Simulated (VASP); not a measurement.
# Al2O3 (P-6m2) in VASP: single point with PBEsol

Aim: the single point of Al2O3 with PBEsol.

Program: VASP 6.6.1. These are calculated values, not measurements. Logs are shortened: lines on timing, memory, paths and dates and some standing lists are left out, and cuts for length are marked.

## Step 1: The cell of the first run

It takes space group P-6m2 (No. 187, hexagonal). The conventional cell has a = 2.902 Å, b = 2.902 Å, c = 9.069 Å, α = 90.00°, β = 90.00°, γ = 120.00°. Al (site symmetry 3m) has 6 O at 1.80 to 2.15 Å within 2.4 Å. O (site symmetry 3m) has 3 Al at 1.80 Å within 2.4 Å. Within 2.8 Å of O (site symmetry -6m2) lie 6 Al at 2.15 Å and 6 O at 2.62 Å.

## Step 2: Single point, PBEsol

File INCAR:

```
SYSTEM = Al2O3
  PREC = Accurate
  ENCUT = 520
  EDIFF = 1E-6
  ISMEAR = 0
  SIGMA = 0.05
  LREAL = .False.
  LASPH = .True.
  NELM = 100
  ALGO = Normal
  ISIF = 2
  LWAVE = .False.
  LCHARG = .False.
  GGA = PS
  NBANDS = 20
```

File KPOINTS:

```
regular mesh
0
Gamma
  12 12 4
  0 0 0
```

File POSCAR:

```
Al2O3
1.0
    2.9015238158      0.0000000000      0.0000000000
   -1.4507619079      2.5127933342      0.0000000000
    0.0000000000      0.0000000000      9.0694060139
Al O
2 3
Direct
    0.0000000000      0.0000000000      0.1487644540
    0.0000000000      0.0000000000      0.8512355460
    0.3333333333      0.6666666667      0.2215798693
    0.6666666667      0.3333333333      0.0000000000
    0.3333333333      0.6666666667      0.7784201307
```

Potentials or basis: VASP PAW PBE potentials, release 64 (Al, O).

Launch:

```console
$ cat potpaw_PBE.64/Al/POTCAR potpaw_PBE.64/O/POTCAR > POTCAR
$ mpirun -np 1 vasp_std > vasp.out
```

OUTCAR:

```text
SYSTEM = Al2O3
   PREC = Accurate
   ENCUT = 520
   EDIFF = 1E-6
   ISMEAR = 0
   LREAL = .False.
   LASPH = .True.
   NELM = 100
   ISIF = 2
   GGA = PS

 ion  position               nearest neighbor table
   1  0.000  0.000  0.149-   3 1.80   3 1.80   3 1.80   4 2.15   4 2.15   4 2.15   2 2.70
   2  0.000  0.000  0.851-   5 1.80   5 1.80   5 1.80   4 2.15   4 2.15   4 2.15   1 2.70
   3  0.333  0.667  0.222-   1 1.80   1 1.80   1 1.80
   4  0.667  0.333  0.000-   1 2.15   2 2.15   1 2.15   2 2.15   1 2.15   2 2.15
   5  0.333  0.667  0.778-   2 1.80   2 1.80   2 1.80

  LATTYP: Found a hexagonal cell.
 ALAT       =     2.9015238158
 C/A-ratio  =     3.1257389529

  Lattice vectors:

 A1 = (   2.9015238158,   0.0000000000,   0.0000000000)
 A2 = (  -1.4507619079,   2.5127933342,   0.0000000000)
 A3 = (   0.0000000000,   0.0000000000,   9.0694060139)

Analysis of symmetry for initial positions (statically):
=====================================================================
 Subroutine PRICEL returns:
 Original cell was already a primitive cell.

 Routine SETGRP: Setting up the symmetry group for a
 hexagonal supercell.

 Subroutine GETGRP returns: Found 12 space group operations
 (whereof 12 operations were pure point group operations)
 out of a pool of 24 trial point group operations.

The static configuration has the point symmetry D_3h.

Analysis of symmetry for dynamics (positions and initial velocities):
=====================================================================
 Subroutine PRICEL returns:
 Original cell was already a primitive cell.

 Routine SETGRP: Setting up the symmetry group for a
 hexagonal supercell.

 Subroutine GETGRP returns: Found 12 space group operations
 (whereof 12 operations were pure point group operations)
 out of a pool of 24 trial point group operations.

The dynamic configuration has the point symmetry D_3h.

 Subroutine INISYM returns: Found 12 space group operations
 (whereof 12 operations are pure point group operations),
 and found     1 'primitive' translations

----------------------------------------------------------------------------------------

                                     Primitive cell

  volume of cell :      66.1244

  direct lattice vectors                    reciprocal lattice vectors
     2.901523816  0.000000000  0.000000000     0.344646490  0.198981744  0.000000000
    -1.450761908  2.512793334  0.000000000     0.000000000  0.397963488  0.000000000
     0.000000000  0.000000000  9.069406014     0.000000000  0.000000000  0.110260804

  length of vectors
     2.901523816  2.901523816  9.069406014     0.397963488  0.397963488  0.110260804

  position of ions in fractional coordinates (direct lattice)
     0.000000000  0.000000000  0.148764454
     0.000000000  0.000000000  0.851235546
     0.333333333  0.666666667  0.221579869
     0.666666667  0.333333333  0.000000000
     0.333333333  0.666666667  0.778420131

  ion indices of the primitive-cell ions
   primitive index   ion index
                 1           1
                 2           2
                 3           3
                 4           4
                 5           5

----------------------------------------------------------------------------------------

 KPOINTS: regular mesh

Automatic generation of k-mesh.
 Grid dimensions read from file:
 generate k-points for:   12   12    4

 Generating k-lattice:

  Cartesian coordinates                     Fractional coordinates (reciprocal lattice)
     0.028720541  0.016581812  0.000000000     0.083333333  0.000000000  0.000000000
     0.000000000  0.033163624  0.000000000     0.000000000  0.083333333  0.000000000
     0.000000000  0.000000000  0.027565201     0.000000000  0.000000000  0.250000000

  Length of vectors
     0.033163624  0.033163624  0.027565201

  Shift w.r.t. Gamma in fractional coordinates (k-lattice)
     0.000000000  0.000000000  0.000000000

 Subroutine IBZKPT returns following result:
 ===========================================

 Found     57 irreducible k-points:

 Following reciprocal coordinates:
            Coordinates               Weight
  0.000000  0.000000  0.000000      1.000000
  0.083333 -0.000000  0.000000      6.000000
  0.166667  0.000000  0.000000      6.000000
  0.250000  0.000000  0.000000      6.000000
  0.333333  0.000000  0.000000      6.000000
  0.416667 -0.000000  0.000000      6.000000
[... 16 lines left out ...]
  0.250000  0.000000  0.250000     12.000000
  0.333333  0.000000  0.250000     12.000000
 [... further k-points ...]
   k-points           NKPTS =     57   k-points in BZ     NKDIM =     57   number of bands    NBANDS=     20
   number of dos      NEDOS =    301   number of ions     NIONS =      5
   total plane-waves  NPLWV =  40320
   dimension x,y,z NGX =    24 NGY =   24 NGZ =   70
   dimension x,y,z NGXF=    48 NGYF=   48 NGZF=  140
   ions per type =               2   3
   NGX,Y,Z   is equivalent  to a cutoff of  13.75, 13.75, 12.83 a.u.
   NGXF,Y,Z  is equivalent  to a cutoff of  27.50, 27.50, 25.66 a.u.
 SYSTEM =  Al2O3
   PREC   = accura    normal or accurate (medium, high low for compatibility)
   ISTART =      0    job   : 0-new  1-cont  2-samecut
   ICHARG =      2    charge: 1-file 2-atom 10-const
   ISPIN  =      1    spin polarized calculation?
   LNONCOLLINEAR =      F non collinear calculations
   LSORBIT =      F    spin-orbit coupling
   LASPH  =      T    aspherical Exc in radial PAW
   ENCUT  =  520.0 eV  38.22 Ry    6.18 a.u.   5.39  5.39 16.86*2*pi/ulx,y,z
   NELM   =    100;   NELMIN=  2; NELMDL= -5     # of ELM steps
   EDIFF  = 0.1E-05   stopping-criterion for ELM
   LREAL  =      F    real-space projection
   EDIFFG = 0.1E-04   stopping-criterion for IOM
   NSW    =      0    number of steps for IOM
   IBRION =     -1    ionic relax: 0-MD 1-quasi-New 2-CG
   NFREE  =      0    steps in history (QN), initial steepest desc. (CG)
   ISIF   =      2    stress and relaxation
   ISYM   =      2    0-nonsym 1-usesym 2-fastsym
   POTIM  = 0.5000    time-step for ionic-motion
   TEBEG  =    0.0;   TEEND  =   0.0 temperature during run
   PSTRESS=    0.0 pullay stress
   NELECT =      24.0000    total number of electrons
   NUPDOWN=      -1.0000    fix difference up-down
   EMIN   =  10.00;   EMAX   =-10.00  energy-range for DOS
   EFERMI =   0.00;   METHOD = LEGACY
   ISMEAR =     0;   SIGMA  =   0.05  broadening in eV -4-tet -1-fermi 0-gaus
   EFERMI_NEDOS =   21; number of points for ismear=-14 and -15
   IALGO  =     38    algorithm
   IMIX   =      4    mixing-type and parameters
     AMIX     =   0.40;   BMIX     =  1.00
     AMIX_MAG =   1.60;   BMIX_MAG =  1.00
  volume/ion in A,a.u.               =      13.22        89.25
  Fermi-wavevector in a.u.,A,eV,Ry     =   1.167772  2.206769 18.554143  1.363691
  Thomas-Fermi vector in A             =   2.304267
   LORBIT       =      0    0 simple, 1 ext, 2 COOP (PROOUT), +10 PAW based schemes
   GGA     = PS    functional components
   LHFCALC =     F    Hartree Fock is set to
   AEXX    =    0.0000 exact exchange contribution
   IVDW    =     0    specifies the selected vdW correction
   LEPSILON=     F    determine dielectric tensor
   LRPA    =     F    only Hartree local field effects (RPA)
 non-spin polarized calculation
 Gauss-broadening in eV      SIGMA  =   0.05
  energy-cutoff  :      520.00
  volume of cell :       66.12
 maximum number of plane-waves:      1810
 NGX is ok and might be reduce to    24
   NGX = 11   NGY = 11   NGZ = 33

 number of electron      23.9999994 magnetization

 Free energy of the ion-electron system (eV)
  ---------------------------------------------------
  ext. energy  EPLUGINS =         0.00000000
  ---------------------------------------------------
  free energy    TOTEN  =       -38.09183728 eV

  energy without entropy =      -38.09183728  energy(sigma->0) =      -38.09183728

 E-fermi :   1.2662     XC(G=0):  -8.7090

 val. band max:        1.0523926423   @ k =   0.1667   0.0000   0.0000
 cond. band min:       5.5551304658   @ k =   0.0000   0.0000   0.0000
 fundamental gap:      4.5027378235
 Fermi energy:         1.2661592951

 k-point     1 :       0.0000    0.0000    0.0000
  band No.  band energies     occupation
      1     -17.9019      2.00000
      2     -16.5432      2.00000
      3     -15.4062      2.00000
      4      -3.9987      2.00000
      5      -1.0254      2.00000
      6      -0.7081      2.00000
[... 12 lines left out ...]
     19      15.2839      0.00000
     20      15.7189      0.00000

 k-point     2 :       0.0833   -0.0000    0.0000
  band No.  band energies     occupation
      1     -17.8164      2.00000
      2     -16.4798      2.00000
      3     -15.3790      2.00000
      4      -3.9591      2.00000
      5      -1.4624      2.00000
      6      -0.8082      2.00000
[... 12 lines left out ...]
     19      14.8904      0.00000
     20      15.4929      0.00000

 k-point     3 :       0.1667    0.0000    0.0000
  band No.  band energies     occupation
      1     -17.5691      2.00000
      2     -16.3012      2.00000
      3     -15.3092      2.00000
      4      -3.8932      2.00000
      5      -2.3584      2.00000
      6      -1.3009      2.00000
[... 12 lines left out ...]
     19      14.3696      0.00000
     20      14.9920      0.00000

 k-point     4 :       0.2500    0.0000    0.0000
  band No.  band energies     occupation
      1     -17.1898      2.00000
      2     -16.0427      2.00000
      3     -15.2324      2.00000
      4      -3.9840      2.00000
      5      -3.4234      2.00000
      6      -2.0419      2.00000
[... 12 lines left out ...]
     19      14.0099      0.00000
     20      14.3961      0.00000

 k-point     5 :       0.3333    0.0000    0.0000
  band No.  band energies     occupation
      1     -16.7358      2.00000
      2     -15.7642      2.00000
      3     -15.2004      2.00000
      4      -4.3952      2.00000
      5      -4.3529      2.00000
      6      -2.7475      2.00000
[... 12 lines left out ...]
     19      13.8320      0.00000
     20      14.6742      0.00000

 k-point     6 :       0.4167   -0.0000    0.0000
  band No.  band energies     occupation
      1     -16.3067      2.00000
      2     -15.5452      2.00000
      3     -15.2519      2.00000
      4      -5.0683      2.00000
      5      -4.7480      2.00000
      6      -3.2219      2.00000
[... 12 lines left out ...]
     19      14.1886      0.00000
     20      15.0613      0.00000

 k-point     7 :       0.5000    0.0000    0.0000
  band No.  band energies     occupation
      1     -16.0994      2.00000
      2     -15.4614      2.00000
      3     -15.3160      2.00000
      4      -5.3087      2.00000
      5      -4.9078      2.00000
      6      -3.3893      2.00000
[... 12 lines left out ...]
     19      14.4525      0.00000
     20      14.6805      0.00000
[... 277 lines left out ...]
 k-point    20 :       0.0000    0.0000    0.2500
  band No.  band energies     occupation
      1     -17.9018      2.00000
      2     -16.5435      2.00000
      3     -15.4060      2.00000
      4      -4.0020      2.00000
      5      -1.0051      2.00000
      6      -0.7081      2.00000
[... 12 lines left out ...]
     19      15.2843      0.00000
     20      15.3175      0.00000

 k-point    21 :       0.0833   -0.0000    0.2500
  band No.  band energies     occupation
      1     -17.8163      2.00000
      2     -16.4801      2.00000
      3     -15.3787      2.00000
      4      -3.9620      2.00000
      5      -1.4537      2.00000
      6      -0.8082      2.00000
[... 12 lines left out ...]
     19      14.7199      0.00000
     20      15.4964      0.00000

 k-point    22 :       0.1667    0.0000    0.2500
  band No.  band energies     occupation
      1     -17.5689      2.00000
      2     -16.3015      2.00000
      3     -15.3090      2.00000
      4      -3.8949      2.00000
      5      -2.3553      2.00000
      6      -1.3077      2.00000
[... 12 lines left out ...]
     19      13.9419      0.00000
     20      15.2173      0.00000

 k-point    23 :       0.2500    0.0000    0.2500
  band No.  band energies     occupation
      1     -17.1898      2.00000
      2     -16.0429      2.00000
      3     -15.2323      2.00000
      4      -3.9844      2.00000
      5      -3.4223      2.00000
      6      -2.0404      2.00000
[... 12 lines left out ...]
     19      13.5333      0.00000
     20      14.7884      0.00000

 k-point    24 :       0.3333    0.0000    0.2500
  band No.  band energies     occupation
      1     -16.7357      2.00000
      2     -15.7644      2.00000
      3     -15.2002      2.00000
      4      -4.3947      2.00000
      5      -4.3531      2.00000
      6      -2.7461      2.00000
[... 12 lines left out ...]
     19      13.6442      0.00000
     20      14.9177      0.00000

 [... further k-points ...]
[... 5 lines left out ...]
  --------------------------------------------------------------------------------------
  -------------------------------------------------------------------------------------
  Total       -1.9918936     -1.9918936      1.8280026      0.0000000     -0.0000000      0.0000000
  in kB      -48.2630720    -48.2630720     44.2920359      0.0000000     -0.0000000      0.0000000
  external PRESSURE =     -17.4113693 kB  Pullay stress =       0.0000000 kB

 VOLUME and BASIS-vectors are now :
 -----------------------------------------------------------------------------
  energy-cutoff  :      520.00
  volume of cell :       66.12
      direct lattice vectors                 reciprocal lattice vectors
     2.901523816  0.000000000  0.000000000     0.344646490  0.198981744  0.000000000
    -1.450761908  2.512793334  0.000000000     0.000000000  0.397963488  0.000000000
     0.000000000  0.000000000  9.069406014     0.000000000  0.000000000  0.110260804

 POSITION                                       TOTAL-FORCE (eV/Angst)
 -----------------------------------------------------------------------------------
      0.00000      0.00000      1.34921         0.000000      0.000000      0.648866
      0.00000      0.00000      7.72020         0.000000      0.000000     -0.648866
     -0.00000      1.67520      2.00960         0.000000      0.000000      0.037834
      1.45076      0.83760      0.00000        -0.000000     -0.000000     -0.000000
     -0.00000      1.67520      7.05981         0.000000     -0.000000     -0.037834
 -----------------------------------------------------------------------------------
    total drift:                                0.000000     -0.000000      0.000000

  FREE ENERGIE OF THE ION-ELECTRON SYSTEM (eV)
  ---------------------------------------------------
  free  energy   TOTEN  =       -38.0918372843 eV

  energy  without entropy=      -38.0918372843  energy(sigma->0) =      -38.09183728
```

It took 26 s on 1 thread of Intel Xeon 6975P-C (Granite Rapids), shared host; peak memory 0.21 GiB.

Results:

```
Free energy            : -38.0918 eV
Pressure               : -1.7 GPa
Largest force          : 0.649 eV/Å
Band gap on the k mesh : 4.50 eV, indirect (least direct gap 4.75 eV)
```

Forces in eV/Å, atoms in the order of the input:
```
Al   0.000  0.000  0.649
Al   0.000  0.000 -0.649
O    0.000  0.000  0.038
O    0.000  0.000  0.000
O    0.000  0.000 -0.038
```

Stress tensor (GPa, compression positive):
```
-4.83  0.00  0.00
 0.00 -4.83  0.00
 0.00  0.00  4.43
```

Caveat: the PAW data sets were made with another functional, which shifts forces and pressure a little. A k mesh can miss the band edges.
